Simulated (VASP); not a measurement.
The system is K2ICl.

```
Cl I K
1.0
     2.35742    1.36106    7.76360
    -2.35742    1.36106    7.76360
     0.00000   -2.72212    7.76360
Cl I K
1 1 2
Direct
  0.00000 0.00000 0.00000
  0.50000 0.50000 0.50000
  0.25994 0.25994 0.25994
  0.74006 0.74006 0.74006
```

Base run:

```yaml
Program: VASP 6.6.1
Functional: r2SCAN
Potentials_or_basis: VASP PAW PBE potentials, release 64 (Cl, I, K_sv)
Cutoff: 520 eV
k_mesh: 6 × 6 × 6
Occupations: gaussian, width 0.01 eV
Spin: no spin polarisation
```

Its results: band gap on the k mesh 4.38 eV; pressure 0.0 GPa; largest force 0.003 eV/Å.

Q: The run is repeated on the same cell with these changes: functional from r2SCAN to PBE. What comes out?

A: Band gap on the k mesh 3.81 eV; pressure 0.6 GPa; largest force 0.018 eV/Å.

Caveats: spin-orbit coupling is left out, which moves the levels of the heavy elements; the PAW data sets were made with another functional, which shifts forces and pressure a little (at least some runs).

A k mesh can miss the band edges.
